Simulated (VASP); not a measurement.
SiC:

```
CELL_PARAMETERS angstrom
3.07600 0.00000 0.00000
-1.53800 2.66389 0.00000
0.00000 0.00000 5.04800
ATOMIC_POSITIONS crystal
Si 0.66667 0.33333 0.50000
Si 0.33333 0.66667 0.00000
C 0.66667 0.33333 0.88500
C 0.33333 0.66667 0.38500
```

```yaml
Program: VASP 6.6.1
Task: relaxation of cell and atoms
Functional: PBE
Potentials_or_basis: VASP PAW PBE potentials, release 64 (Si, C)
Cutoff: 600 eV
k_mesh: 10 × 10 × 5
Occupations: fermi-dirac, width 0.05 eV
Spin: no spin polarisation
```

At the start: pressure 3.5 GPa; volume 10.34 Å³/atom.

Task: Where does the relaxation end?

Result: Over 7 steps the energy falls by 10.6 meV/atom and the volume is 10.49 Å³/atom (+1.5 %); space group P6_3mc (No. 186, to 0.1 Å) before and after.

The path:
| step | energy change (eV) | largest force (eV/Å) | pressure (GPa) | volume (Å³) |
| --- | --- | --- | --- | --- |
| 1 | 0.0000 | 0.7526 | 3.50 | 41.36 |
| 2 | -0.0031 | 0.6273 | -3.42 | 42.73 |
| 3 | -0.0391 | 0.0842 | -0.44 | 42.06 |
| 4 | -0.0422 | 0.0243 | 0.06 | 41.97 |
| 5 | -0.0422 | 0.0121 | 0.00 | 41.98 |
| 6 | -0.0422 | 0.0114 | 0.00 | 41.98 |
| 7 | -0.0422 | 0.0004 | 0.00 | 41.98 |

Final structure:
```yaml
crystal:
  lattice:
    - [3.09107, 0.00000, 0.00000]
    - [-1.54554, 2.67695, 0.00000]
    - [0.00000, 0.00000, 5.07299]
  atoms:
    - { symbol: Si, position: [0.66667, 0.33333, 0.50458] }
    - { symbol: Si, position: [0.33333, 0.66667, 0.00458] }
    - { symbol: C, position: [0.66667, 0.33333, 0.88042] }
    - { symbol: C, position: [0.33333, 0.66667, 0.38042] }
```
